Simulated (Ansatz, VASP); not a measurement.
**ZrB in VASP and in Ansatz**

INCAR

```
  PREC = Accurate
  ENCUT = 600
  EDIFF = 1E-7
  ISMEAR = -1
  SIGMA = 0.05
  LREAL = False
  LASPH = True
  NELM = 100
  ALGO = Normal
  ISIF = 3
  LWAVE = False
  LCHARG = False
  GGA = RP
  IVDW = 12
  IBRION = 2
  NSW = 60
  EDIFFG = -0.01
```

Contents of KPOINTS:

```
regular mesh
0
Gamma
  10 10 10
```

Contents of POSCAR:

```
ZrB
1.0
    0.0000000000      2.3250000000      2.3250000000
    2.3250000000      0.0000000000      2.3250000000
    2.3250000000      2.3250000000      0.0000000000
Zr B
1 1
Direct
    0.0000000000      0.0000000000      0.0000000000
    0.5000000000      0.5000000000      0.5000000000
```

The input input.yaml:

```yaml
crystal:
  lattice:
    - [0.0, 2.325, 2.325]
    - [2.325, 0.0, 2.325]
    - [2.325, 2.325, 0.0]
  atoms:
    - { symbol: Zr, position: [0.0, 0.0, 0.0] }
    - { symbol: B, position: [0.5, 0.5, 0.5] }
hamiltonian:
  xc: rpbe
  pseudopotentials: { kind: paw }
  dispersion: d3bj
kpoints:
  mp_grid: { grid: [10, 10, 10] }
scf:
  occupations: { method: fermi_dirac, width: 0.05 }
output:
  forces: true
  stress: true
  eigenvalues: true
relax:
  f_tol: 0.01
  max_steps: 40
  cell: { stress_tol: 0.05 }
```

Alike in both runs: task relaxation of cell and atoms; functional RPBE; dispersion D3(BJ); k mesh 10 × 10 × 10; occupations fermi-dirac, width 0.05 eV; no spin polarisation.

|  | VASP | Ansatz |
| --- | --- | --- |
| version | VASP 6.6.1 | Ansatz 0.2.0 |
| potentials or method | VASP PAW PBE potentials, release 64 (Zr_sv, B) | Ansatz PAW |
| plane-wave cutoff (eV) | 600 | 420 |
| valence electrons in the cell | 15 | 15 |

|  | VASP | Ansatz | Ansatz less VASP |
| --- | --- | --- | --- |
| gap on the k mesh at the Fermi level, each at its own relaxed structure (eV) | none | none | - |
| relaxed volume (Å³/atom) | 12.53 | 12.52 | -0.005 |
| relaxed cell length with the largest relative difference (Å) | 3.284 | 3.284 | -0.0004 |

VASP's potentials were made for PBE, not for RPBE. A gap of «none» marks a metal or a gap that the smearing closes.

Noted on Ansatz's run: the plane-wave basis is chosen anew once the cell has moved, so the energies of steps on either side of that aren't comparable.
